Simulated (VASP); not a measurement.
# AlP3O6 (Fm-3m) in VASP: further runs

AlP3O6 is run at these levels: PBE; tasks: single point.

Program: VASP 6.6.1. These are calculated values, not measurements. Logs are shortened: lines on timing, memory, paths and dates and some standing lists are left out, and cuts for length are marked.

## Step 1: The cell of the first run

Symmetry: Fm-3m, No. 225, cubic system. The conventional cell has a = 8.033 Å, b = 8.033 Å, c = 8.033 Å, α = 90.00°, β = 90.00°, γ = 90.00°. Al (site symmetry m-3m) has 6 O at 1.83 Å within 2.4 Å. P (site symmetry -43m) has 12 O at 2.85 Å and 4 Al at 3.48 Å and 4 P at 3.48 Å within 3.7 Å. Within 2.9 Å of P (site symmetry m-3m) lie 6 O at 2.19 Å. Within 2.4 Å of O (site symmetry 4mm) lie 1 Al at 1.83 Å and 1 P at 2.19 Å.

## Step 2: Single point, PBE

Input file INCAR:

```
SYSTEM = AlP3O6
PREC     = Accurate       ! precision mode
ENCUT    = 520            ! plane-wave cutoff, eV
EDIFF    = 1E-7           ! SCF threshold, eV
ISMEAR   = 0              ! smearing method
SIGMA    = 0.1            ! smearing width, eV
LREAL    = .FALSE.        ! projectors in reciprocal space
LASPH    = .TRUE.         ! aspherical terms in the spheres
NELM     = 60             ! most SCF steps
ALGO     = Normal         ! electronic algorithm
ISIF     = 2              ! what is computed and relaxed
LWAVE    = .FALSE.        ! write WAVECAR
LCHARG   = .FALSE.        ! write CHGCAR
GGA      = PE             ! functional
NBANDS   = 38             ! bands
```

Input file KPOINTS:

```
Automatic mesh
0
G
  4 4 4
  0 0 0
```

Input file POSCAR:

```
AlP3O6
1.0
    0.0000000000      4.0165119200      4.0165119200
    4.0165119200      0.0000000000      4.0165119200
    4.0165119200      4.0165119200      0.0000000000
Al P O
1 3 6
Direct
    0.0000000000      0.0000000000      0.0000000000
    0.2500000000      0.2500000000      0.2500000000
    0.7500000000      0.7500000000      0.7500000000
    0.5000000000      0.5000000000      0.5000000000
    0.7726810000      0.2273190000      0.2273190000
    0.2273190000      0.7726810000      0.7726810000
    0.2273190000      0.7726810000      0.2273190000
    0.7726810000      0.2273190000      0.7726810000
    0.2273190000      0.2273190000      0.7726810000
    0.7726810000      0.7726810000      0.2273190000
```

Potentials or basis: VASP PAW PBE potentials, release 64 (Al, P, O).

Run with:

```sh
cat potpaw_PBE.64/Al/POTCAR potpaw_PBE.64/P/POTCAR potpaw_PBE.64/O/POTCAR > POTCAR
mpirun -np 1 vasp_std > vasp.out
```

OUTCAR:

```text
SYSTEM = AlP3O6
   PREC = Accurate
   ENCUT = 520
   EDIFF = 1E-7
   ISMEAR = 0
   LREAL = .FALSE.
   LASPH = .TRUE.
   NELM = 60
   ISIF = 2
   GGA = PE

 ion  position               nearest neighbor table
   1  0.000  0.000  0.000-   5 1.83   6 1.83   7 1.83   8 1.83   9 1.83  10 1.83
   2  0.250  0.250  0.250-
   3  0.750  0.750  0.750-
   4  0.500  0.500  0.500-   5 2.19   6 2.19   7 2.19   8 2.19   9 2.19  10 2.19
   5  0.773  0.227  0.227-   1 1.83   4 2.19
   6  0.227  0.773  0.773-   1 1.83   4 2.19
   7  0.227  0.773  0.227-   1 1.83   4 2.19
   8  0.773  0.227  0.773-   1 1.83   4 2.19
   9  0.227  0.227  0.773-   1 1.83   4 2.19
  10  0.773  0.773  0.227-   1 1.83   4 2.19

  LATTYP: Found a face centered cubic cell.
 ALAT       =     8.0330238400

  Lattice vectors:

 A1 = (   0.0000000000,   4.0165119200,   4.0165119200)
 A2 = (   4.0165119200,   0.0000000000,   4.0165119200)
 A3 = (   4.0165119200,   4.0165119200,   0.0000000000)

Analysis of symmetry for initial positions (statically):
=====================================================================
 Subroutine PRICEL returns:
 Original cell was already a primitive cell.

 Routine SETGRP: Setting up the symmetry group for a
 face centered cubic supercell.

 Subroutine GETGRP returns: Found 48 space group operations
 (whereof 48 operations were pure point group operations)
 out of a pool of 48 trial point group operations.

The static configuration has the point symmetry O_h .

Analysis of symmetry for dynamics (positions and initial velocities):
=====================================================================
 Subroutine PRICEL returns:
 Original cell was already a primitive cell.

 Routine SETGRP: Setting up the symmetry group for a
 face centered cubic supercell.

 Subroutine GETGRP returns: Found 48 space group operations
 (whereof 48 operations were pure point group operations)
 out of a pool of 48 trial point group operations.

The dynamic configuration has the point symmetry O_h .

 Subroutine INISYM returns: Found 48 space group operations
 (whereof 48 operations are pure point group operations),
 and found     1 'primitive' translations

----------------------------------------------------------------------------------------

                                     Primitive cell

  volume of cell :     129.5917

  direct lattice vectors                    reciprocal lattice vectors
     0.000000000  4.016511920  4.016511920    -0.124486124  0.124486124  0.124486124
     4.016511920  0.000000000  4.016511920     0.124486124 -0.124486124  0.124486124
     4.016511920  4.016511920  0.000000000     0.124486124  0.124486124 -0.124486124

  length of vectors
     5.680205631  5.680205631  5.680205631     0.215616291  0.215616291  0.215616291

  position of ions in fractional coordinates (direct lattice)
     0.000000000  0.000000000  0.000000000
     0.250000000  0.250000000  0.250000000
     0.750000000  0.750000000  0.750000000
     0.500000000  0.500000000  0.500000000
     0.772681000  0.227319000  0.227319000
     0.227319000  0.772681000  0.772681000
     0.227319000  0.772681000  0.227319000
     0.772681000  0.227319000  0.772681000
     0.227319000  0.227319000  0.772681000
     0.772681000  0.772681000  0.227319000

  ion indices of the primitive-cell ions
   primitive index   ion index
                 1           1
                 2           2
                 3           3
                 4           4
                 5           5
                 6           6
                 7           7
                 8           8
                 9           9
                10          10

----------------------------------------------------------------------------------------

 KPOINTS: Automatic mesh

Automatic generation of k-mesh.
 Grid dimensions read from file:
 generate k-points for:    4    4    4

 Generating k-lattice:

  Cartesian coordinates                     Fractional coordinates (reciprocal lattice)
    -0.031121531  0.031121531  0.031121531     0.250000000  0.000000000  0.000000000
     0.031121531 -0.031121531  0.031121531     0.000000000  0.250000000  0.000000000
     0.031121531  0.031121531 -0.031121531     0.000000000  0.000000000  0.250000000

  Length of vectors
     0.053904073  0.053904073  0.053904073

  Shift w.r.t. Gamma in fractional coordinates (k-lattice)
     0.000000000  0.000000000  0.000000000

 Subroutine IBZKPT returns following result:
 ===========================================

 Found      8 irreducible k-points:

 Following reciprocal coordinates:
            Coordinates               Weight
  0.000000  0.000000  0.000000      1.000000
  0.250000  0.000000  0.000000      8.000000
  0.500000  0.000000  0.000000      4.000000
  0.250000  0.250000  0.000000      6.000000
  0.500000  0.250000  0.000000     24.000000
 -0.250000  0.250000  0.000000     12.000000
  0.500000  0.500000  0.000000      3.000000
 -0.250000  0.500000  0.250000      6.000000
   k-points           NKPTS =      8   k-points in BZ     NKDIM =      8   number of bands    NBANDS=     38
   number of dos      NEDOS =    301   number of ions     NIONS =     10
   total plane-waves  NPLWV =  74088
   dimension x,y,z NGX =    42 NGY =   42 NGZ =   42
   dimension x,y,z NGXF=    84 NGYF=   84 NGZF=   84
   ions per type =               1   3   6
   NGX,Y,Z   is equivalent  to a cutoff of  12.29, 12.29, 12.29 a.u.
   NGXF,Y,Z  is equivalent  to a cutoff of  24.58, 24.58, 24.58 a.u.
 SYSTEM =  AlP3O6
   PREC   = accura    normal or accurate (medium, high low for compatibility)
   ISTART =      0    job   : 0-new  1-cont  2-samecut
   ICHARG =      2    charge: 1-file 2-atom 10-const
   ISPIN  =      1    spin polarized calculation?
   LNONCOLLINEAR =      F non collinear calculations
   LSORBIT =      F    spin-orbit coupling
   LASPH  =      T    aspherical Exc in radial PAW
   ENCUT  =  520.0 eV  38.22 Ry    6.18 a.u.  10.56 10.56 10.56*2*pi/ulx,y,z
   NELM   =     60;   NELMIN=  2; NELMDL= -5     # of ELM steps
   EDIFF  = 0.1E-06   stopping-criterion for ELM
   LREAL  =      F    real-space projection
   EDIFFG = 0.1E-05   stopping-criterion for IOM
   NSW    =      0    number of steps for IOM
   IBRION =     -1    ionic relax: 0-MD 1-quasi-New 2-CG
   NFREE  =      0    steps in history (QN), initial steepest desc. (CG)
   ISIF   =      2    stress and relaxation
   ISYM   =      2    0-nonsym 1-usesym 2-fastsym
   POTIM  = 0.5000    time-step for ionic-motion
   TEBEG  =    0.0;   TEEND  =   0.0 temperature during run
   PSTRESS=    0.0 pullay stress
   NELECT =      54.0000    total number of electrons
   NUPDOWN=      -1.0000    fix difference up-down
   EMIN   =  10.00;   EMAX   =-10.00  energy-range for DOS
   EFERMI =   0.00;   METHOD = LEGACY
   ISMEAR =     0;   SIGMA  =   0.10  broadening in eV -4-tet -1-fermi 0-gaus
   EFERMI_NEDOS =   21; number of points for ismear=-14 and -15
   IALGO  =     38    algorithm
   IMIX   =      4    mixing-type and parameters
     AMIX     =   0.40;   BMIX     =  1.00
     AMIX_MAG =   1.60;   BMIX_MAG =  1.00
  volume/ion in A,a.u.               =      12.96        87.45
  Fermi-wavevector in a.u.,A,eV,Ry     =   1.222776  2.310712 20.343186  1.495182
  Thomas-Fermi vector in A             =   2.357911
   LORBIT       =      0    0 simple, 1 ext, 2 COOP (PROOUT), +10 PAW based schemes
   GGA     = PE    functional components
   LHFCALC =     F    Hartree Fock is set to
   AEXX    =    0.0000 exact exchange contribution
   IVDW    =     0    specifies the selected vdW correction
   LEPSILON=     F    determine dielectric tensor
   LRPA    =     F    only Hartree local field effects (RPA)
 non-spin polarized calculation
 Gauss-broadening in eV      SIGMA  =   0.10
  energy-cutoff  :      520.00
  volume of cell :      129.59
 maximum number of plane-waves:      3511
   NGX = 21   NGY = 21   NGZ = 21

 number of electron      54.0000013 magnetization

 Free energy of the ion-electron system (eV)
  ---------------------------------------------------
  ext. energy  EPLUGINS =         0.00000000
  ---------------------------------------------------
  free energy    TOTEN  =       -50.72872055 eV

  energy without entropy =      -50.71088359  energy(sigma->0) =      -50.71980207

 E-fermi :   3.3884     XC(G=0): -10.3165

 val. band max:        3.3212036378   @ k =  -0.2500   0.2500   0.0000
 cond. band min:       3.4695970224   @ k =   0.5000   0.5000   0.0000
 fundamental gap:      0.1483933846
 Fermi energy:         3.3883642556

 k-point     1 :       0.0000    0.0000    0.0000
  band No.  band energies     occupation
      1     -15.0043      2.00000
      2     -13.4241      2.00000
      3     -13.4241      2.00000
      4     -13.4241      2.00000
      5     -12.8334      2.00000
      6     -12.8334      2.00000
[... 30 lines left out ...]
     37      11.5292      0.00000
     38      11.5292      0.00000

 k-point     2 :       0.2500    0.0000    0.0000
  band No.  band energies     occupation
      1     -14.8388      2.00000
      2     -13.6673      2.00000
      3     -13.3708      2.00000
      4     -13.3708      2.00000
      5     -12.9081      2.00000
      6     -12.9081      2.00000
[... 30 lines left out ...]
     37      12.2807      0.00000
     38      12.2807      0.00000

 k-point     3 :       0.5000    0.0000    0.0000
  band No.  band energies     occupation
      1     -14.5605      2.00000
      2     -14.0196      2.00000
      3     -13.2925      2.00000
      4     -13.2925      2.00000
      5     -13.0074      2.00000
      6     -13.0074      2.00000
[... 30 lines left out ...]
     37      13.5368      0.00000
     38      13.5368      0.00000

 k-point     4 :       0.2500    0.2500    0.0000
  band No.  band energies     occupation
      1     -14.7915      2.00000
      2     -13.5336      2.00000
      3     -13.4489      2.00000
      4     -13.4489      2.00000
      5     -13.0616      2.00000
      6     -12.8224      2.00000
[... 30 lines left out ...]
     37      12.2219      0.00000
     38      12.7860      0.00000

 k-point     5 :       0.5000    0.2500    0.0000
  band No.  band energies     occupation
      1     -14.5373      2.00000
      2     -13.8449      2.00000
      3     -13.4146      2.00000
      4     -13.4008      2.00000
      5     -13.1366      2.00000
      6     -12.8914      2.00000
[... 30 lines left out ...]
     37      13.1395      0.00000
     38      13.5952      0.00000

 k-point     6 :      -0.2500    0.2500    0.0000
  band No.  band energies     occupation
      1     -14.6177      2.00000
      2     -13.8245      2.00000
      3     -13.4827      2.00000
      4     -13.2936      2.00000
      5     -13.0061      2.00000
      6     -12.9595      2.00000
[... 30 lines left out ...]
     37      12.8606      0.00000
     38      13.6285      0.00000

 k-point     7 :       0.5000    0.5000    0.0000
  band No.  band energies     occupation
      1     -14.4966      2.00000
      2     -13.5576      2.00000
      3     -13.4733      2.00000
      4     -13.4733      2.00000
      5     -13.4574      2.00000
      6     -12.8112      2.00000
[... 30 lines left out ...]
     37      12.9893      0.00000
     38      13.5783      0.00000

 k-point     8 :      -0.2500    0.5000    0.2500
  band No.  band energies     occupation
      1     -14.4481      2.00000
      2     -13.7904      2.00000
      3     -13.5158      2.00000
      4     -13.5158      2.00000
      5     -13.0625      2.00000
      6     -12.9339      2.00000
[... 30 lines left out ...]
     37      13.4655      0.00000
     38      13.4655      0.00000

------------------------ aborting loop because EDIFF is reached ----------------------------------------

  FORCE on cell =-STRESS in cart. coord.  units (eV):
  Direction    XX          YY          ZZ          XY          YZ          ZX
  --------------------------------------------------------------------------------------
  -------------------------------------------------------------------------------------
  Total      -14.7560106    -14.7560106    -14.7560106      0.0000000     -0.0000000     -0.0000000
  in kB     -182.4325646   -182.4325646   -182.4325646      0.0000000     -0.0000000     -0.0000000
  external PRESSURE =    -182.4325646 kB  Pullay stress =       0.0000000 kB

 VOLUME and BASIS-vectors are now :
 -----------------------------------------------------------------------------
  energy-cutoff  :      520.00
  volume of cell :      129.59
      direct lattice vectors                 reciprocal lattice vectors
     0.000000000  4.016511920  4.016511920    -0.124486124  0.124486124  0.124486124
     4.016511920  0.000000000  4.016511920     0.124486124 -0.124486124  0.124486124
     4.016511920  4.016511920  0.000000000     0.124486124  0.124486124 -0.124486124

 POSITION                                       TOTAL-FORCE (eV/Angst)
 -----------------------------------------------------------------------------------
      0.00000      0.00000      0.00000         0.000000      0.000000     -0.000000
      2.00826      2.00826      2.00826         0.000000      0.000000     -0.000000
      6.02477      6.02477      6.02477         0.000000      0.000000     -0.000000
      4.01651      4.01651      4.01651         0.000000      0.000000     -0.000000
      1.82606      4.01651      4.01651         3.508000      0.000000     -0.000000
      6.20696      4.01651      4.01651        -3.508000      0.000000     -0.000000
      4.01651      1.82606      4.01651         0.000000      3.508000     -0.000000
      4.01651      6.20696      4.01651         0.000000     -3.508000     -0.000000
      4.01651      4.01651      1.82606         0.000000      0.000000      3.508000
      4.01651      4.01651      6.20696         0.000000      0.000000     -3.508000
 -----------------------------------------------------------------------------------
    total drift:                                0.000000      0.000000      0.000000

  FREE ENERGIE OF THE ION-ELECTRON SYSTEM (eV)
  ---------------------------------------------------
  free  energy   TOTEN  =       -50.7287205528 eV

  energy  without entropy=      -50.7108835889  energy(sigma->0) =      -50.71980207
```

It took 32 s on 1 thread of Intel Xeon 6975P-C (Granite Rapids), shared host; peak memory 0.24 GiB.

Results:

- Free energy: -50.7287 eV
- Pressure: -18.2 GPa
- Largest force: 3.508 eV/Å
- Band gap on the k mesh: zero (band 27 reaches 3.32 eV, above the bottom of band 28 at 3.16 eV)

Forces on the atoms (eV/Å):
```
Al   0.000  0.000  0.000
P    0.000  0.000  0.000
P    0.000  0.000  0.000
P    0.000  0.000  0.000
O    3.508  0.000  0.000
O   -3.508  0.000  0.000
O    0.000  3.508  0.000
O    0.000 -3.508  0.000
O    0.000  0.000  3.508
O    0.000  0.000 -3.508
```

Levels at points of the mesh, in eV from the Fermi level:
| k point | band 25 | band 26 | band 27 | band 28 | band 29 | band 30 |
| --- | --- | --- | --- | --- | --- | --- |
| (0.00, 0.00, 0.00) | -0.07 | -0.07 | -0.07 | 1.84 | 1.84 | 1.84 |
| (0.50, 0.00, 0.00) | -0.69 | -0.49 | -0.36 | -0.23 | 0.42 | 1.57 |
| (0.50, 0.50, 0.00) | -1.05 | -0.68 | -0.10 | 0.08 | 0.38 | 1.28 |

Caveat: forces of over 1 eV/Å act on the atoms, so gaps and moduli don't describe the material at rest.

[end of part 1 of 2]
